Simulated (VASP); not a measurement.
# Cd2S (P3m1) in VASP: a series of runs, part 2 of 2

VASP 6.6.1.

## Step 4: Single point, PBEsol, non-collinear spin, zero start, spin-orbit coupling

The input, INCAR:

```
  PREC = Accurate
  ENCUT = 520
  EDIFF = 1E-6
  ISMEAR = -1
  SIGMA = 0.05
  LREAL = False
  LASPH = True
  NELM = 150
  ALGO = Normal
  ISIF = 2
  LWAVE = False
  LCHARG = True
  MAGMOM = 0 0 0 0 0 0 0 0 0
  LORBIT = 11
  LSORBIT = True
  GGA_COMPAT = False
  LORBMOM = True
  GGA = PS
  LVHAR = True
  NBANDS = 43
```

The input, KPOINTS:

```
Automatic mesh
0
Gamma
  6 6 4
```

The input, POSCAR:

```
Cd2S
1.0
    3.9626700490      0.0000000000      0.0000000000
   -1.9813350245      3.4317729293      0.0000000000
    0.0000000000      0.0000000000      5.8091920000
Cd S
2 1
Direct
    0.3333333333      0.6666666667      0.9327170000
    0.6666666667      0.3333333333      0.5787350000
    0.3333333333      0.6666666667      0.3657050000
```

Potentials or basis: VASP PAW PBE potentials, release 64 (Cd, S).

Started as:

```
cat potpaw_PBE.64/Cd/POTCAR potpaw_PBE.64/S/POTCAR > POTCAR
mpirun -np 1 vasp_ncl > vasp.out
```

OUTCAR:

```text
PREC = Accurate
   ENCUT = 520
   EDIFF = 1E-6
   ISMEAR = -1
   LREAL = False
   LASPH = True
   NELM = 150
   ISIF = 2
   LORBIT = 11
   LSORBIT = True
   GGA = PS

 ion  position               nearest neighbor table
   1  0.333  0.667  0.933-   3 2.52   2 3.08   2 3.08   2 3.08
   2  0.667  0.333  0.579-   3 2.60   3 2.60   3 2.60   1 3.08   1 3.08   1 3.08
   3  0.333  0.667  0.366-   1 2.52   2 2.60   2 2.60   2 2.60

  LATTYP: Found a hexagonal cell.
 ALAT       =     3.9626700490
 C/A-ratio  =     1.4659792332

  Lattice vectors:

 A1 = (   3.9626700490,   0.0000000000,   0.0000000000)
 A2 = (  -1.9813350245,   3.4317729293,   0.0000000000)
 A3 = (   0.0000000000,   0.0000000000,   5.8091920000)

Analysis of symmetry for initial positions (statically):
=====================================================================
 Subroutine PRICEL returns:
 Original cell was already a primitive cell.

 Routine SETGRP: Setting up the symmetry group for a
 hexagonal supercell.

 Subroutine GETGRP returns: Found  6 space group operations
 (whereof  6 operations were pure point group operations)
[... 1351 lines left out ...]
    -0.0055432    -0.0014103     0.0000000    -0.0014103     0.0000000
 l=   3
     0.0000000     0.0000000     0.0000000     0.0000000     0.0000000     0.0000000     0.0000000
     0.0000000     0.0000000     0.0000000     0.0000000     0.0000000     0.0000000     0.0000000
     0.0000000     0.0000000     0.0000000     0.0000000     0.0000000     0.0000000     0.0000000
     0.0000000     0.0000000     0.0000000     0.0000000     0.0000000     0.0000000     0.0000000
[... 29 lines left out ...]
 l=   2
     0.0000000     0.0000000     0.0000000     0.0000000     0.0000000
     0.0000000     0.0000000     0.0000000     0.0000000     0.0000000
     0.0000000     0.0000000     0.0000000     0.0000000     0.0000000
     0.0000000     0.0000000     0.0000000     0.0000000     0.0000000
     0.0000000     0.0000000     0.0000000     0.0000000     0.0000000
 l=   3
     0.0000000     0.0000000     0.0000000     0.0000000     0.0000000     0.0000000     0.0000000
     0.0000000     0.0000000     0.0000000     0.0000000     0.0000000     0.0000000     0.0000000
     0.0000000     0.0000000     0.0000000     0.0000000     0.0000000     0.0000000     0.0000000
     0.0000000     0.0000000     0.0000000     0.0000000     0.0000000     0.0000000     0.0000000
     0.0000000     0.0000000     0.0000000     0.0000000     0.0000000     0.0000000     0.0000000
     0.0000000     0.0000000     0.0000000     0.0000000     0.0000000     0.0000000     0.0000000
     0.0000000     0.0000000     0.0000000     0.0000000     0.0000000     0.0000000     0.0000000

 total charge

# of ion       s       p       d       tot
------------------------------------------
    1        0.521   0.207   9.517  10.245
    2        0.465   0.299   9.521  10.285
    3        1.339   2.328   0.000   3.667
--------------------------------------------------
tot          2.324   2.834  19.039  24.197

 magnetization (x)

# of ion       s       p       d       tot
------------------------------------------
    1        0.000   0.000  -0.000  -0.000
    2        0.000   0.000   0.000   0.000
    3        0.000   0.000   0.000   0.000
--------------------------------------------------
tot          0.000   0.000  -0.000   0.000

 magnetization (y)

# of ion       s       p       d       tot
------------------------------------------
    1        0.000   0.000   0.000   0.000
    2        0.000   0.000   0.000   0.000
    3        0.000   0.000   0.000   0.000
--------------------------------------------------
tot          0.000   0.000   0.000   0.000

 magnetization (z)

# of ion       s       p       d       tot
------------------------------------------
    1        0.000  -0.000   0.000  -0.000
    2        0.000  -0.000  -0.000  -0.000
    3        0.000   0.000   0.000   0.000
--------------------------------------------------
tot          0.000   0.000  -0.000   0.000
```

OSZICAR:

```text
N       E                     dE             d eps       ncg     rms          rms(c)
DAV:   1     0.221671841065E+03    0.22167E+03   -0.14713E+04  3440   0.130E+03
DAV:   2     0.395848617648E+01   -0.21771E+03   -0.20816E+03  3735   0.345E+02
DAV:   3    -0.793217449324E+01   -0.11891E+02   -0.11773E+02  4013   0.804E+01
DAV:   4    -0.806994643018E+01   -0.13777E+00   -0.13760E+00  3842   0.765E+00
DAV:   5    -0.807169909142E+01   -0.17527E-02   -0.17526E-02  3966   0.851E-01    0.805E+00
DAV:   6    -0.731746692542E+01    0.75423E+00   -0.14128E+00  4430   0.132E+01    0.599E+00
DAV:   7    -0.731674867663E+01    0.71825E-03   -0.51603E-01  3792   0.428E+00    0.294E+00
DAV:   8    -0.731032800989E+01    0.64207E-02   -0.78853E-02  3749   0.261E+00    0.535E-01
DAV:   9    -0.730622332927E+01    0.41047E-02   -0.14737E-02  3971   0.123E+00    0.277E-01
DAV:  10    -0.730639262861E+01   -0.16930E-03   -0.27123E-03  3764   0.293E-01    0.176E-01
DAV:  11    -0.730646339554E+01   -0.70767E-04   -0.11536E-03  3983   0.324E-01    0.536E-02
DAV:  12    -0.730636520711E+01    0.98188E-04   -0.26675E-04  4080   0.162E-01    0.142E-02
DAV:  13    -0.730636711867E+01   -0.19116E-05   -0.31808E-05  3729   0.309E-02    0.101E-02
DAV:  14    -0.730636721428E+01   -0.95614E-07   -0.17421E-06  3448   0.145E-02
   1 F= -.73063672E+01 E0= -.73043624E+01  d E =-.400967E-02  mag=     0.0000    -0.0000     0.0000
```

Run time: 6.6 min. Hardware: 1 thread of Oxide Virtual Turin-like, shared host; peak memory 0.44 GiB.

What came out:

- Free energy: -7.3064 eV
- Pressure: -2.9 GPa
- Largest force: 0.106 eV/Å
- Net moment: 0.00 μB per cell
- Valence electrons inside the program's atomic spheres: Cd 10.24, 10.29; S 3.67

Forces on the atoms (eV/Å):
```
Cd   0.000  0.000  0.013
Cd   0.000  0.000 -0.106
S    0.000  0.000  0.094
```

Moments on the atoms (μB; x, y, z):
```
Cd  0.00 0.00 0.00
Cd  0.00 0.00 0.00
S   0.00 0.00 0.00
```

Caveat: the PAW data sets were made with another functional, which shifts forces and pressure a little.

## Step 5: Summary

| task | level | spin | cell | k mesh | cutoff (eV) | gap on the mesh (eV) | pressure (GPa) | largest force (eV/Å) |
| --- | --- | --- | --- | --- | --- | --- | --- | --- |
| relaxation of cell and atoms | PBE | off | relaxed to 20 GPa | 8 × 8 × 5 | 600 | none | 20.0 | 0.01 |
| relaxation of cell and atoms | PBE | off | relaxed to 30 GPa | 8 × 8 × 5 | 600 | none | 30.0 | - |
| single point | PBEsol | non-collinear, zero start, SOC | as given | 6 × 6 × 4 | 520 | - | -2.9 | 0.11 |

Alike in all rows: potentials or basis VASP PAW PBE potentials, release 64 (Cd, S); smearing fermi-dirac 0.05 eV.

Caveats: the cell is relaxed towards a set pressure, so the enthalpy falls and the energy may rise (some runs); the PAW data sets were made with another functional, which shifts forces and pressure a little (some runs).

Absolute energies hang on the potentials; compare differences alone.
